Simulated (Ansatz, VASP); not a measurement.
## One calculation of Si3N4, two programs

File POSCAR:

```
Si3N4
1.0
    0.0000000000      3.8946186242      3.8946186242
    3.8946186242      0.0000000000      3.8946186242
    3.8946186242      3.8946186242      0.0000000000
Si N
6 8
Direct
    0.1250000000      0.1250000000      0.6250000000
    0.1250000000      0.6250000000      0.1250000000
    0.6250000000      0.1250000000      0.1250000000
    0.1250000000      0.1250000000      0.1250000000
    0.7500000000      0.7500000000      0.7500000000
    0.5000000000      0.5000000000      0.5000000000
    0.3675422895      0.3675422895      0.3675422895
    0.3526268684      0.8824577105      0.8824577105
    0.8824577105      0.8824577105      0.3526268684
    0.8824577105      0.3526268684      0.8824577105
    0.3675422895      0.3675422895      0.8973731316
    0.3675422895      0.8973731316      0.3675422895
    0.8824577105      0.8824577105      0.8824577105
    0.8973731316      0.3675422895      0.3675422895
```

File INCAR.step1:

```
  PREC = Accurate
  ENCUT = 520
  ISMEAR = 0
  SIGMA = 0.02
  LREAL = False
  LASPH = True
  NELM = 80
  NBANDS = 45
  GGA = PE
  ALGO = Normal
  EDIFF = 1E-4
  LWAVE = True
  LCHARG = False
```

Contents of INCAR.step2:

```
  PREC = Accurate
  ENCUT = 520
  EDIFF = 1E-6
  ISMEAR = 0
  SIGMA = 0.02
  LREAL = False
  LASPH = True
  NELM = 80
  ALGO = Normal
  ISIF = 2
  LWAVE = False
  LCHARG = False
  METAGGA = R2SCAN
  LMIXTAU = True
  NBANDS = 45
  ISTART = 1
```

File KPOINTS:

```
Automatic mesh
0
Gamma
  6 6 6
```

Input for Ansatz:

```yaml
crystal:
  lattice:
    - [0.0, 3.8946186242, 3.8946186242]
    - [3.8946186242, 0.0, 3.8946186242]
    - [3.8946186242, 3.8946186242, 0.0]
  atoms:
    - { symbol: Si, position: [0.125, 0.125, 0.625] }
    - { symbol: Si, position: [0.125, 0.625, 0.125] }
    - { symbol: Si, position: [0.625, 0.125, 0.125] }
    - { symbol: Si, position: [0.125, 0.125, 0.125] }
    - { symbol: Si, position: [0.75, 0.75, 0.75] }
    - { symbol: Si, position: [0.5, 0.5, 0.5] }
    - { symbol: "N", position: [0.3675422895, 0.3675422895, 0.3675422895] }
    - { symbol: "N", position: [0.3526268684, 0.8824577105, 0.8824577105] }
    - { symbol: "N", position: [0.8824577105, 0.8824577105, 0.3526268684] }
    - { symbol: "N", position: [0.8824577105, 0.3526268684, 0.8824577105] }
    - { symbol: "N", position: [0.3675422895, 0.3675422895, 0.8973731316] }
    - { symbol: "N", position: [0.3675422895, 0.8973731316, 0.3675422895] }
    - { symbol: "N", position: [0.8824577105, 0.8824577105, 0.8824577105] }
    - { symbol: "N", position: [0.8973731316, 0.3675422895, 0.3675422895] }
basis:
  ecutwfc: 500
kpoints:
  mp_grid: { grid: [6, 6, 6] }
  band_path:
    path:
      - [[0.0, 0.0, 0.0], [0.5, 0.0, 0.5], [0.625, 0.25, 0.625]]
      - [[0.375, 0.375, 0.75], [0.0, 0.0, 0.0], [0.5, 0.5, 0.5], [0.5, 0.25, 0.75], [0.5, 0.0, 0.5]]
    npoints: 10
hamiltonian:
  xc: r2scan
scf:
  occupations: { method: gaussian, width: 0.02 }
  n_extra_bands: 35
output:
  forces: true
  stress: true
  eigenvalues: true
  populations: true
  dos: { projected: true, de: 0.02, nscf_kmesh: { grid: [9, 9, 9] } }
  bader: false
```

Alike in both runs: task single point; functional r2SCAN; k mesh 6 × 6 × 6; occupations gaussian, width 0.02 eV; no spin polarisation.

```csv
,VASP,Ansatz
version,VASP 6.6.1,Ansatz 0.2.0
potentials or method,"VASP PAW PBE potentials, release 64 (Si, N), cutoff 520 eV","scalar-relativistic, plane waves, PAW"
valence electrons in the cell,64,64
```

```csv
,VASP,Ansatz,Ansatz less VASP
gap on the k mesh at the Fermi level (eV),3.92,3.93,+0.003
least direct gap on the mesh (eV),3.96,3.96,+0.002
pressure (GPa),-6.9,-7.1,-0.12
rms of the force components (eV/Å),0.020,0.029,+0.0091
```

VASP's potentials were made for PBE, not for r2SCAN. Atom by atom the forces differ by 0.009 eV/Å (rms over components).
